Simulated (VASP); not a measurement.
# Re (Fm-3m) in VASP: further runs

Runs on Re. Level: PBEsol. Tasks: single point.

Everything below comes from runs of VASP 6.6.1. Logs are shortened: lines on timing, memory, paths and dates and some standing lists are left out, and cuts for length are marked.

### 1 The cell of the first run

The structure is cubic, space group Fm-3m (No. 225). Conventional cell: a = 3.752 Å, b = 3.752 Å, c = 3.752 Å, α = 90.00°, β = 90.00°, γ = 90.00°. Within 3.5 Å of Re (site symmetry m-3m) lie 12 Re at 2.65 Å.

This isn't the form of Re at room conditions, which is hcp.

### 2 Single point, PBEsol (strain -0.050 along x and y, -0.050 along z)

Input file INCAR:

```
SYSTEM = Re
  PREC = Accurate
  ENCUT = 520
  EDIFF = 1E-6
  ISMEAR = 0
  SIGMA = 0.15
  LREAL = .False.
  LASPH = .True.
  NELM = 60
  ALGO = Fast
  ISIF = 2
  LWAVE = .False.
  LCHARG = .False.
  GGA = PS
  NBANDS = 10
```

Input file KPOINTS:

```
regular mesh
0
Gamma
  20 20 20
  0 0 0
```

Input file POSCAR:

```
Re
1.0
    0.0000000000      1.8762500000      1.8762500000
    1.8762500000      0.0000000000      1.8762500000
    1.8762500000      1.8762500000      0.0000000000
Re
1
Direct
    0.0000000000      0.0000000000      0.0000000000
```

Potentials or basis: VASP PAW PBE potentials, release 64 (Re).

On the command line:

```bash
> cat potpaw_PBE.64/Re/POTCAR > POTCAR
> mpirun -np 1 vasp_std > vasp.out
```

OUTCAR:

```text
SYSTEM = Re
   PREC = Accurate
   ENCUT = 520
   EDIFF = 1E-6
   ISMEAR = 0
   LREAL = .False.
   LASPH = .True.
   NELM = 60
   ISIF = 2
   GGA = PS

 ion  position               nearest neighbor table
   1  0.000  0.000  0.000-

  LATTYP: Found a face centered cubic cell.
 ALAT       =     3.7525000000

  Lattice vectors:

 A1 = (   0.0000000000,   1.8762500000,   1.8762500000)
 A2 = (   1.8762500000,   0.0000000000,   1.8762500000)
 A3 = (   1.8762500000,   1.8762500000,   0.0000000000)

Analysis of symmetry for initial positions (statically):
=====================================================================
 Subroutine PRICEL returns:
 Original cell was already a primitive cell.

 Routine SETGRP: Setting up the symmetry group for a
 face centered cubic supercell.

 Subroutine GETGRP returns: Found 48 space group operations
 (whereof 48 operations were pure point group operations)
 out of a pool of 48 trial point group operations.

The static configuration has the point symmetry O_h .

Analysis of symmetry for dynamics (positions and initial velocities):
=====================================================================
 Subroutine PRICEL returns:
 Original cell was already a primitive cell.

 Routine SETGRP: Setting up the symmetry group for a
 face centered cubic supercell.

 Subroutine GETGRP returns: Found 48 space group operations
 (whereof 48 operations were pure point group operations)
 out of a pool of 48 trial point group operations.

The dynamic configuration has the point symmetry O_h .

 Subroutine INISYM returns: Found 48 space group operations
 (whereof 48 operations are pure point group operations),
 and found     1 'primitive' translations

----------------------------------------------------------------------------------------

                                     Primitive cell

  volume of cell :      13.2100

  direct lattice vectors                    reciprocal lattice vectors
     0.000000000  1.876250000  1.876250000    -0.266489007  0.266489007  0.266489007
     1.876250000  0.000000000  1.876250000     0.266489007 -0.266489007  0.266489007
     1.876250000  1.876250000  0.000000000     0.266489007  0.266489007 -0.266489007

  length of vectors
     2.653418196  2.653418196  2.653418196     0.461572500  0.461572500  0.461572500

  position of ions in fractional coordinates (direct lattice)
     0.000000000  0.000000000  0.000000000

  ion indices of the primitive-cell ions
   primitive index   ion index
                 1           1

[... 78 lines left out ...]
   ISYM   =      2    0-nonsym 1-usesym 2-fastsym
   POTIM  = 0.5000    time-step for ionic-motion
   TEBEG  =    0.0;   TEEND  =   0.0 temperature during run
   PSTRESS=    0.0 pullay stress
   NELECT =       7.0000    total number of electrons
   NUPDOWN=      -1.0000    fix difference up-down
   EMIN   =  10.00;   EMAX   =-10.00  energy-range for DOS
   EFERMI =   0.00;   METHOD = LEGACY
   ISMEAR =     0;   SIGMA  =   0.15  broadening in eV -4-tet -1-fermi 0-gaus
   EFERMI_NEDOS =   21; number of points for ismear=-14 and -15
   IALGO  =     68    algorithm
   IMIX   =      4    mixing-type and parameters
     AMIX     =   0.40;   BMIX     =  1.00
     AMIX_MAG =   1.60;   BMIX_MAG =  1.00
  volume/ion in A,a.u.               =      13.21        89.15
  Fermi-wavevector in a.u.,A,eV,Ry     =   1.324769  2.503450 23.878398  1.755013
  Thomas-Fermi vector in A             =   2.454279
   LORBIT       =      0    0 simple, 1 ext, 2 COOP (PROOUT), +10 PAW based schemes
   GGA     = PS    functional components
   LHFCALC =     F    Hartree Fock is set to
   AEXX    =    0.0000 exact exchange contribution
   IVDW    =     0    specifies the selected vdW correction
   LEPSILON=     F    determine dielectric tensor
   LRPA    =     F    only Hartree local field effects (RPA)
 non-spin polarized calculation
 RMM-DIIS sequential band-by-band and
 Gauss-broadening in eV      SIGMA  =   0.15
  energy-cutoff  :      520.00
  volume of cell :       13.21
 maximum number of plane-waves:       368
   NGX =  9   NGY =  9   NGZ =  9

 number of electron       7.0000000 magnetization

 Free energy of the ion-electron system (eV)
  ---------------------------------------------------
  ext. energy  EPLUGINS =         0.00000000
  ---------------------------------------------------
  free energy    TOTEN  =       -13.10865321 eV

  energy without entropy =      -13.09978717  energy(sigma->0) =      -13.10422019

 E-fermi :   9.4294     XC(G=0): -14.4154

 val. band max:        9.4279503712   @ k =  -0.3000   0.3000   0.0000
 cond. band min:       9.4338423643   @ k =  -0.2000   0.2000   0.0000
 fundamental gap:      0.0058919931
 Fermi energy:         9.4293537803

 k-point     1 :       0.0000    0.0000    0.0000
  band No.  band energies     occupation
      1      -1.5305      2.00000
      2       7.1524      2.00000
      3       7.1524      2.00000
      4       7.1524      2.00000
      5      10.9067      0.00000
      6      10.9067      0.00000
      7      23.4226      0.00000
      8      29.6984      0.00000
      9      29.6984      0.00000
     10      29.6987      0.00000
[... 287 lines left out ...]
 k-point    24 :      -0.3500    0.0500    0.0000
  band No.  band energies     occupation
      1       1.8046      2.00000
      2       7.1012      2.00000
      3       7.2621      2.00000
      4       7.7368      2.00000
      5      12.2607      0.00000
      6      13.3617      0.00000
      7      22.0731      0.00000
      8      25.9444      0.00000
      9      32.4661      0.00000
     10      34.1836      0.00000

 [... further k-points ...]

------------------------ aborting loop because EDIFF is reached ----------------------------------------

  FORCE on cell =-STRESS in cart. coord.  units (eV):
  Direction    XX          YY          ZZ          XY          YZ          ZX
  --------------------------------------------------------------------------------------
  -------------------------------------------------------------------------------------
  Total        4.1099922      4.1099922      4.1099922     -0.0000000     -0.0000000      0.0000000
  in kB      498.4819893    498.4819893    498.4819893     -0.0000000     -0.0000000      0.0000000
  external PRESSURE =     498.4819893 kB  Pullay stress =       0.0000000 kB

 VOLUME and BASIS-vectors are now :
 -----------------------------------------------------------------------------
  energy-cutoff  :      520.00
  volume of cell :       13.21
      direct lattice vectors                 reciprocal lattice vectors
     0.000000000  1.876250000  1.876250000    -0.266489007  0.266489007  0.266489007
     1.876250000  0.000000000  1.876250000     0.266489007 -0.266489007  0.266489007
     1.876250000  1.876250000  0.000000000     0.266489007  0.266489007 -0.266489007

 POSITION                                       TOTAL-FORCE (eV/Angst)
 -----------------------------------------------------------------------------------
      0.00000      0.00000      0.00000         0.000000      0.000000     -0.000000
 -----------------------------------------------------------------------------------
    total drift:                                0.000000      0.000000     -0.000000

  FREE ENERGIE OF THE ION-ELECTRON SYSTEM (eV)
  ---------------------------------------------------
  free  energy   TOTEN  =       -13.1086532116 eV

  energy  without entropy=      -13.0997871690  energy(sigma->0) =      -13.10422019
```

OSZICAR:

```text
N       E                     dE             d eps       ncg     rms          rms(c)
DAV:   1     0.509683701411E+01    0.50968E+01   -0.34874E+03  8074   0.802E+02
DAV:   2    -0.133625460615E+02   -0.18459E+02   -0.16988E+02  7944   0.170E+02
DAV:   3    -0.137729457505E+02   -0.41040E+00   -0.39975E+00  8378   0.396E+01
DAV:   4    -0.137755606537E+02   -0.26149E-02   -0.26110E-02  8270   0.156E+00
DAV:   5    -0.137755648422E+02   -0.41885E-05   -0.41897E-05  7380   0.311E-02    0.384E+01
RMM:   6    -0.132995479808E+02    0.47602E+00   -0.70125E-02  6635   0.739E+00    0.181E+01
RMM:   7    -0.131130736585E+02    0.18647E+00   -0.40939E-01  7792   0.821E+00    0.553E-01
RMM:   8    -0.131097873145E+02    0.32863E-02   -0.27114E-03  6709   0.160E+00    0.441E-01
RMM:   9    -0.131086517517E+02    0.11356E-02   -0.53085E-03  7541   0.780E-01    0.112E-01
RMM:  10    -0.131086537979E+02   -0.20462E-05   -0.36400E-04  7829   0.168E-01    0.365E-02
RMM:  11    -0.131086529960E+02    0.80189E-06   -0.45191E-05  7303   0.101E-01    0.342E-03
RMM:  12    -0.131086532116E+02   -0.21553E-06   -0.51867E-06  5786   0.439E-02
   1 F= -.13108653E+02 E0= -.13104220E+02  d E =-.886604E-02
```

Run time: 14 s. Hardware: 1 thread of Intel Xeon 6975P-C (Granite Rapids), shared host; peak memory 0.15 GiB.

Results:

* Free energy: -13.1087 eV
* Pressure: 49.8 GPa
* Band gap on the k mesh: zero (an odd number of electrons rules out a gap without spin polarisation)

Levels at points of the mesh, in eV from the Fermi level:
| k point | band 1 | band 2 | band 3 | band 4 | band 5 | band 6 | band 7 | band 8 | band 9 |
| --- | --- | --- | --- | --- | --- | --- | --- | --- | --- |
| (0.00, 0.00, 0.00) | -10.96 | -2.28 | -2.28 | -2.28 | 1.48 | 1.48 | 13.99 | 20.27 | 20.27 |
| (0.50, 0.00, 0.00) | -7.77 | -2.55 | -2.55 | 0.44 | 4.51 | 4.51 | 11.65 | 13.51 | 21.42 |
| (0.50, 0.50, 0.00) | -7.92 | -6.96 | 3.36 | 4.46 | 5.42 | 5.42 | 13.21 | 13.21 | 15.15 |

Caveat: the cell differs from its parent crystal (strain -0.050 along x and y, -0.050 along z); the cell stands under pressure; the PAW data sets were made with another functional, which shifts forces and pressure a little; spin-orbit coupling is left out, which moves the levels of the heavy elements.

### 3 Single point, PBEsol (strain -0.025 along x and y, -0.025 along z)

Input file INCAR:

```
PREC = Accurate
ENCUT = 520
EDIFF = 1E-7
ISMEAR = 0
SIGMA = 0.15
LREAL = False
LASPH = True
NELM = 100
ALGO = Normal
ISIF = 2
LWAVE = False
LCHARG = False
GGA = PS
NBANDS = 10
```

Input file KPOINTS:

```
regular mesh
0
Gamma
  20 20 20
```

Input file POSCAR:

```
Re
1.0
    0.0000000000      1.9256250000      1.9256250000
    1.9256250000      0.0000000000      1.9256250000
    1.9256250000      1.9256250000      0.0000000000
Re
1
Direct
    0.0000000000      0.0000000000      0.0000000000
```

Potentials or basis: VASP PAW PBE potentials, release 64 (Re).

On the command line:

```bash
> cat potpaw_PBE.64/Re/POTCAR > POTCAR
> mpirun -np 1 vasp_std > vasp.out
```

Run time: 12 s. Hardware: 1 thread of Intel Xeon 6975P-C (Granite Rapids), shared host; peak memory 0.16 GiB.

It converged, with:

```yaml
Free_energy: -13.2980 eV
Pressure: 9.3 GPa
Band_gap_on_the_k_mesh: zero (an odd number of electrons rules out a gap without spin polarisation)
```

Levels at points of the mesh, in eV from the Fermi level:
```
           k point  band 2  band 3  band 4  band 5  band 6  band 7
(0.00, 0.00, 0.00)   -2.02   -2.02   -2.02    1.32    1.32   13.96
(0.50, 0.00, 0.00)   -2.25   -2.25    0.26    4.01    4.01   10.40
(0.50, 0.50, 0.00)   -6.24    2.93    3.95    4.80    4.80   12.52
```

Caveat: the cell differs from its parent crystal (strain -0.025 along x and y, -0.025 along z); the cell stands under pressure; the PAW data sets were made with another functional, which shifts forces and pressure a little; spin-orbit coupling is left out, which moves the levels of the heavy elements.

### 4 Single point, PBEsol (strain +0.050 along x and y, +0.050 along z)

Input file INCAR:

```
  PREC = Accurate
  ENCUT = 520
  EDIFF = 1E-6
  ISMEAR = 0
  SIGMA = 0.15
  LREAL = F
  LASPH = T
  NELM = 100
  ALGO = Normal
  ISIF = 2
  LWAVE = F
  LCHARG = F
  GGA = PS
  NBANDS = 10
```

Input file KPOINTS:

```
Automatic mesh
0
Gamma
  20 20 20
```

Input file POSCAR:

```
Re
1.0
    0.0000000000      2.0737500000      2.0737500000
    2.0737500000      0.0000000000      2.0737500000
    2.0737500000      2.0737500000      0.0000000000
Re
1
Direct
    0.0000000000      0.0000000000      0.0000000000
```

On the command line:

```bash
> cat potpaw_PBE.64/Re/POTCAR > POTCAR
> mpirun -np 1 vasp_std > vasp.out
```

Run time: 14 s. Hardware: 1 thread of Intel Xeon 6975P-C (Granite Rapids), shared host; peak memory 0.17 GiB.

The run converged. Its results:

```yaml
Free_energy: -12.6964 eV
Pressure: -50.3 GPa
Band_gap_on_the_k_mesh: zero (an odd number of electrons rules out a gap without spin polarisation)
```

Levels at points of the mesh, in eV from the Fermi level:
```csv
k point,band 2,band 3,band 4,band 5,band 6,band 7
"(0.00, 0.00, 0.00)",-1.46,-1.46,-1.46,0.91,0.91,13.72
"(0.50, 0.00, 0.00)",-1.60,-1.60,0.06,2.80,2.80,7.43
"(0.50, 0.50, 0.00)",-4.56,2.18,2.74,3.35,3.35,9.83
```

Caveat: the cell differs from its parent crystal (strain +0.050 along x and y, +0.050 along z); the cell stands under tension; the PAW data sets were made with another functional, which shifts forces and pressure a little; spin-orbit coupling is left out, which moves the levels of the heavy elements.

### 5 Summary

```tsv
cell	gap on the mesh (eV)	pressure (GPa)
a = 2.653 Å, angles 60.0°, 1 atom	none	49.8
a = 2.723 Å, angles 60.0°, 1 atom	none	9.3
a = 2.933 Å, angles 60.0°, 1 atom	none	-50.3
```

Alike in all rows: task single point; level PBEsol; potentials or basis VASP PAW PBE potentials, release 64 (Re); no spin polarisation; k mesh 20 × 20 × 20; cutoff (eV) 520; smearing gaussian 0.15 eV.

Caveats: the PAW data sets were made with another functional, which shifts forces and pressure a little; spin-orbit coupling is left out, which moves the levels of the heavy elements; the cell stands under pressure (at least some runs); the cell stands under tension (at least some runs).

Absolute energies hang on the potentials; compare differences alone.
